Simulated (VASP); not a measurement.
# Hf (I4_1/amd) in VASP: relaxation of cell and atoms with PBE

Aim: the relaxation of cell and atoms of Hf with PBE.

All numbers are computed with VASP 6.6.1; they aren't measurements. Logs are shortened: lines on timing, memory, paths and dates and some standing lists are left out, and cuts for length are marked.

## Step 1: The cell of the first run

Symmetry: I4_1/amd, No. 141, tetragonal system. Conventional cell: a = 4.834 Å, b = 4.834 Å, c = 2.655 Å, α = 90.00°, β = 90.00°, γ = 90.00°. Within 3.3 Å of Hf (site symmetry -4m2) lie 10 Hf at 2.51 to 3.13 Å.

## Step 2: Relaxation of cell and atoms, PBE, target pressure 74 GPa, at which the enthalpy is minimised

INCAR reads:

```
SYSTEM = Hf
ALGO     = Normal         ! electronic algorithm
EDIFF    = 1E-6           ! SCF threshold, eV
EDIFFG   = -0.005         ! ionic threshold
ENCUT    = 600            ! plane-wave cutoff, eV
GGA      = PE             ! functional
IBRION   = 2              ! ionic algorithm
ISIF     = 3              ! what is computed and relaxed
ISMEAR   = -1             ! smearing method
LASPH    = .True.         ! aspherical terms in the spheres
LCHARG   = .False.        ! write CHGCAR
LREAL    = .False.        ! projectors in reciprocal space
LWAVE    = .False.        ! write WAVECAR
NELM     = 80             ! most SCF steps
NSW      = 32             ! ionic steps
PREC     = Accurate       ! precision mode
PSTRESS  = 740.0        
SIGMA    = 0.05           ! smearing width, eV
```

KPOINTS reads:

```
k-points
0
Gamma
  16 16 16
  0 0 0
```

POSCAR reads:

```
Hf
1.0
   -2.4171492065      2.4171492065      1.3275603919
    2.4171492065     -2.4171492065      1.3275603919
    2.4171492065      2.4171492065     -1.3275603919
Hf
2
Direct
   -0.3750000000     -0.1250000000     -0.2500000000
    0.3750000000      0.1250000000      0.2500000000
```

Potentials or basis: VASP PAW PBE potentials, release 64 (Hf_pv).

On the command line:

```
$ cat potpaw_PBE.64/Hf_pv/POTCAR > POTCAR
$ mpirun -np 1 vasp_std > vasp.out
```

OUTCAR:

```text
SYSTEM = Hf
   EDIFF = 1E-6
   EDIFFG = -0.005
   ENCUT = 600
   GGA = PE
   IBRION = 2
   ISIF = 3
   ISMEAR = -1
   LASPH = .True.
   LREAL = .False.
   NELM = 80
   NSW = 32
   PREC = Accurate
   PSTRESS = 740.0

 ion  position               nearest neighbor table
   1  0.625  0.875  0.750-   2 2.51   2 2.51   2 2.51   2 2.51   2 3.13   2 3.13   2 3.13   2 3.13

   2  0.375  0.125  0.250-   1 2.51   1 2.51   1 2.51   1 2.51   1 3.13   1 3.13   1 3.13   1 3.13

  LATTYP: Found a body centered tetragonal cell.
 ALAT       =     4.8342984130
 C/A-ratio  =     0.5492256698

  Lattice vectors:

 A1 = (  -2.4171492065,   2.4171492065,   1.3275603919)
 A2 = (   2.4171492065,  -2.4171492065,   1.3275603919)
 A3 = (   2.4171492065,   2.4171492065,  -1.3275603919)

Analysis of symmetry for initial positions (statically):
=====================================================================
 Subroutine PRICEL returns:
 Original cell was already a primitive cell.

 Routine SETGRP: Setting up the symmetry group for a
 body centered tetragonal supercell.

 Subroutine GETGRP returns: Found 16 space group operations
 (whereof  4 operations were pure point group operations)
 out of a pool of 16 trial point group operations.

The static configuration has the point symmetry C_2h.
 The point group associated with its full space group is D_4h.

Analysis of symmetry for dynamics (positions and initial velocities):
=====================================================================
 Subroutine PRICEL returns:
 Original cell was already a primitive cell.

 Routine SETGRP: Setting up the symmetry group for a
 body centered tetragonal supercell.

 Subroutine GETGRP returns: Found 16 space group operations
 (whereof  4 operations were pure point group operations)
 out of a pool of 16 trial point group operations.

The dynamic configuration has the point symmetry C_2h.
 The point group associated with its full space group is D_4h.

 Subroutine INISYM returns: Found 16 space group operations
 (whereof  4 operations are pure point group operations),
 and found     1 'primitive' translations

----------------------------------------------------------------------------------------

                                     Primitive cell

  volume of cell :      31.0257

  direct lattice vectors                    reciprocal lattice vectors
    -2.417149206  2.417149206  1.327560392     0.000000000  0.206855249  0.376630700
     2.417149206 -2.417149206  1.327560392     0.206855249  0.000000000  0.376630700
     2.417149206  2.417149206 -1.327560392     0.206855249  0.206855249  0.000000000

  length of vectors
     3.667102012  3.667102012  3.667102012     0.429697310  0.429697310  0.292537498

  position of ions in fractional coordinates (direct lattice)
     0.625000000  0.875000000  0.750000000
     0.375000000  0.125000000  0.250000000

  ion indices of the primitive-cell ions
   primitive index   ion index
                 1           1
                 2           2

----------------------------------------------------------------------------------------

 KPOINTS: k-points

Automatic generation of k-mesh.
 Grid dimensions read from file:
 generate k-points for:   16   16   16

 Generating k-lattice:

  Cartesian coordinates                     Fractional coordinates (reciprocal lattice)
     0.000000000  0.012928453  0.023539419     0.062500000  0.000000000  0.000000000
     0.012928453  0.000000000  0.023539419     0.000000000  0.062500000  0.000000000
     0.012928453  0.012928453  0.000000000     0.000000000  0.000000000  0.062500000

  Length of vectors
     0.026856082  0.026856082  0.018283594

  Shift w.r.t. Gamma in fractional coordinates (k-lattice)
     0.000000000  0.000000000  0.000000000

 Subroutine IBZKPT returns following result:
 ===========================================

 Found    349 irreducible k-points:

 Following reciprocal coordinates:
            Coordinates               Weight
  0.000000  0.000000  0.000000      1.000000
  0.062500  0.000000 -0.000000      8.000000
  0.125000  0.000000 -0.000000      8.000000
  0.187500  0.000000 -0.000000      8.000000
  0.250000  0.000000 -0.000000      8.000000
  0.312500  0.000000 -0.000000      8.000000
[... 16 lines left out ...]
 -0.125000  0.062500  0.000000     16.000000
 -0.062500  0.062500  0.000000      4.000000
 [... further k-points ...]
   k-points           NKPTS =    349   k-points in BZ     NKDIM =    349   number of bands    NBANDS=     14
   number of dos      NEDOS =    301   number of ions     NIONS =      2
   total plane-waves  NPLWV =  27000
   dimension x,y,z NGX =    30 NGY =   30 NGZ =   30
   dimension x,y,z NGXF=    60 NGYF=   60 NGZF=   60
   ions per type =               2
   NGX,Y,Z   is equivalent  to a cutoff of  13.60, 13.60, 13.60 a.u.
   NGXF,Y,Z  is equivalent  to a cutoff of  27.20, 27.20, 27.20 a.u.
 SYSTEM =  Hf
   PREC   = accura    normal or accurate (medium, high low for compatibility)
   ISTART =      0    job   : 0-new  1-cont  2-samecut
   ICHARG =      2    charge: 1-file 2-atom 10-const
   ISPIN  =      1    spin polarized calculation?
   LNONCOLLINEAR =      F non collinear calculations
   LSORBIT =      F    spin-orbit coupling
   LASPH  =      T    aspherical Exc in radial PAW
   ENCUT  =  600.0 eV  44.10 Ry    6.64 a.u.   7.32  7.32  7.32*2*pi/ulx,y,z
   NELM   =     80;   NELMIN=  2; NELMDL= -5     # of ELM steps
   EDIFF  = 0.1E-05   stopping-criterion for ELM
   LREAL  =      F    real-space projection
   EDIFFG = -.5E-02   stopping-criterion for IOM
   NSW    =     32    number of steps for IOM
   IBRION =      2    ionic relax: 0-MD 1-quasi-New 2-CG
   NFREE  =      1    steps in history (QN), initial steepest desc. (CG)
   ISIF   =      3    stress and relaxation
   ISYM   =      2    0-nonsym 1-usesym 2-fastsym
   POTIM  = 0.5000    time-step for ionic-motion
   TEBEG  =    0.0;   TEEND  =   0.0 temperature during run
   PSTRESS=  740.0 pullay stress
   NELECT =      20.0000    total number of electrons
   NUPDOWN=      -1.0000    fix difference up-down
   EMIN   =  10.00;   EMAX   =-10.00  energy-range for DOS
   EFERMI =   0.00;   METHOD = LEGACY
   ISMEAR =    -1;   SIGMA  =   0.05  broadening in eV -4-tet -1-fermi 0-gaus
   EFERMI_NEDOS =   21; number of points for ismear=-14 and -15
   IALGO  =     38    algorithm
   IMIX   =      4    mixing-type and parameters
     AMIX     =   0.40;   BMIX     =  1.00
     AMIX_MAG =   1.60;   BMIX_MAG =  1.00
  volume/ion in A,a.u.               =      15.51       104.69
  Fermi-wavevector in a.u.,A,eV,Ry     =   1.414201  2.672452 27.211163  1.999964
  Thomas-Fermi vector in A             =   2.535768
   LORBIT       =      0    0 simple, 1 ext, 2 COOP (PROOUT), +10 PAW based schemes
   GGA     = PE    functional components
   LHFCALC =     F    Hartree Fock is set to
   AEXX    =    0.0000 exact exchange contribution
   IVDW    =     0    specifies the selected vdW correction
   LEPSILON=     F    determine dielectric tensor
   LRPA    =     F    only Hartree local field effects (RPA)
 conjugate gradient relaxation of ions
 non-spin polarized calculation
  energy-cutoff  :      600.00
  volume of cell :       31.03
 maximum number of plane-waves:      1057
 NGX is ok and might be reduce to    30
   NGX = 15   NGY = 15   NGZ = 15

--------------------------------------- Ionic step        1  -------------------------------------------

 number of electron      19.9999999 magnetization

 Free energy of the ion-electron system (eV)
  ---------------------------------------------------
  ext. energy  EPLUGINS =         0.00000000
  ---------------------------------------------------
  free energy    TOTEN  =       -16.00134805 eV

  energy without entropy =      -15.98684217  energy(sigma->0) =      -15.99409511

------------------------ aborting loop because EDIFF is reached ----------------------------------------

  FORCE on cell =-STRESS in cart. coord.  units (eV):
  Direction    XX          YY          ZZ          XY          YZ          ZX
  --------------------------------------------------------------------------------------
  -------------------------------------------------------------------------------------
  Total       14.0266345     14.0266345     14.1304689      0.0000000      0.0000000      0.0000000
  in kB      724.3406637    724.3406637    729.7027091      0.0000000      0.0000000      0.0000000
  external PRESSURE =     -13.8719878 kB  Pullay stress =     740.0000000 kB
[... 97 lines left out ...]
  energy  without entropy=      -15.9246604050  energy(sigma->0) =      -15.93189586

  enthalpy is  TOTEN    =        -1.6720888370 eV   P V=       14.2670424744

[... ionic steps 4 to 11 ...]

--------------------------------------- Ionic step       12  -------------------------------------------

 number of electron      19.9999999 magnetization

------------------------ aborting loop because EDIFF is reached ----------------------------------------
[... 71 lines left out ...]
--------------------------------------- Ionic step       14  -------------------------------------------

 number of electron      19.9999999 magnetization

 Free energy of the ion-electron system (eV)
  ---------------------------------------------------
  ext. energy  EPLUGINS =         0.00000000
  ---------------------------------------------------
  free energy    TOTEN  =       -15.93977824 eV

  energy without entropy =      -15.92529046  energy(sigma->0) =      -15.93253435

 E-fermi :   7.2151     XC(G=0): -13.0559

 val. band max:        7.2074782450   @ k =  -0.4375  -0.4375   0.3125
 cond. band min:       7.2162242207   @ k =  -0.1250  -0.4375   0.1250
 fundamental gap:      0.0087459757
 Fermi energy:         7.2150548068

 k-point     1 :       0.0000    0.0000    0.0000
  band No.  band energies     occupation
      1     -23.8339      2.00000
      2     -23.8339      2.00000
      3     -21.2832      2.00000
      4     -21.2466      2.00000
      5     -21.1969      2.00000
      6     -21.1969      2.00000
      7      -0.4034      2.00000
      8       1.9130      2.00000
      9       5.3015      2.00000
     10       5.7562      2.00000
     11       7.1705      1.41863
     12      11.9674      0.00000
     13      11.9674      0.00000
     14      12.3361      0.00000
[... 377 lines left out ...]
      1     -23.8176      2.00000
      2     -23.8146      2.00000
      3     -21.3593      2.00000
      4     -21.2443      2.00000
      5     -21.2347      2.00000
      6     -21.1498      2.00000
      7      -0.3045      2.00000
      8       1.9939      2.00000
      9       5.3610      2.00000
     10       5.7112      2.00000
     11       7.1129      1.77031
     12      12.0216      0.00000
     13      12.0724      0.00000
     14      12.4132      0.00000

 [... further k-points ...]
[... 5 lines left out ...]
  --------------------------------------------------------------------------------------
  -------------------------------------------------------------------------------------
  Total       14.2703837     14.2703837     14.2764519     -0.0000000     -0.0000000     -0.0000000
  in kB      740.1413369    740.1413369    740.4560629     -0.0000000     -0.0000000     -0.0000000
  external PRESSURE =       0.2462456 kB  Pullay stress =     740.0000000 kB
[... 21 lines left out ...]
  energy  without entropy=      -15.9252904591  energy(sigma->0) =      -15.93253435

  enthalpy is  TOTEN    =        -1.6721195629 eV   P V=       14.2676586806

 reached required accuracy - stopping structural energy minimisation
```

Run time: 24 min. Hardware: 1 thread of Intel Xeon 8259CL, shared host; peak memory 0.32 GiB.

What came out:

```
Free energy                                                : -15.9398 eV
Relaxed volume                                             : 15.45 Å³/atom
Relaxed cell                                               : a = 3.661 Å, b = 3.661 Å, c = 3.661 Å, α = 97.55°, β = 97.55°, γ = 137.49°
Space group after relaxing (to 0.1 Å)                      : I4_1/amd (No. 141)
Energy change on relaxing (the run minimises the enthalpy) : +30.8 meV/atom
Ionic steps                                                : 14
Pressure after relaxing                                    : 74.0 GPa
Band gap on the k mesh                                     : zero (bands 10 and 11 overlap by 1.54 eV)
```

The path:
| step | energy change (eV) | largest force (eV/Å) | pressure (GPa) | volume (Å³) |
| --- | --- | --- | --- | --- |
| 1 | 0.0000 | 0.0000 | 72.61 | 31.03 |
| 2 | 0.2834 | 0.0000 | 79.04 | 30.43 |
| 3 | 0.0622 | 0.0000 | 74.04 | 30.89 |
| 4 | 0.0610 | 0.0000 | 74.05 | 30.89 |
| 5 | 0.0304 | 0.0000 | 73.31 | 30.96 |
| 6 | 0.0597 | 0.0000 | 73.96 | 30.90 |
| 7 | 0.0586 | 0.0000 | 73.95 | 30.90 |
| 8 | 0.0587 | 0.0000 | 73.95 | 30.90 |
| 9 | 0.0588 | 0.0000 | 73.95 | 30.90 |
| 10 | 0.0593 | 0.0000 | 73.96 | 30.90 |
| 11 | 0.0589 | 0.0000 | 73.95 | 30.90 |
| 12 | 0.0589 | 0.0000 | 73.95 | 30.90 |
| 13 | 0.0662 | 0.0000 | 74.10 | 30.88 |
| 14 | 0.0616 | 0.0000 | 74.02 | 30.89 |

Final structure:
```
Hf
1.0
    -2.41229    2.41229    1.32713
     2.41229   -2.41229    1.32713
     2.41229    2.41229   -1.32713
Hf
2
Cartesian
  2.4123 1.2061 0.9953
  0.0000 1.2061 0.3318
```

Caveat: the cell is relaxed towards a set pressure, so the run minimises the enthalpy, not the energy; spin-orbit coupling is left out, which moves the levels of the heavy elements.
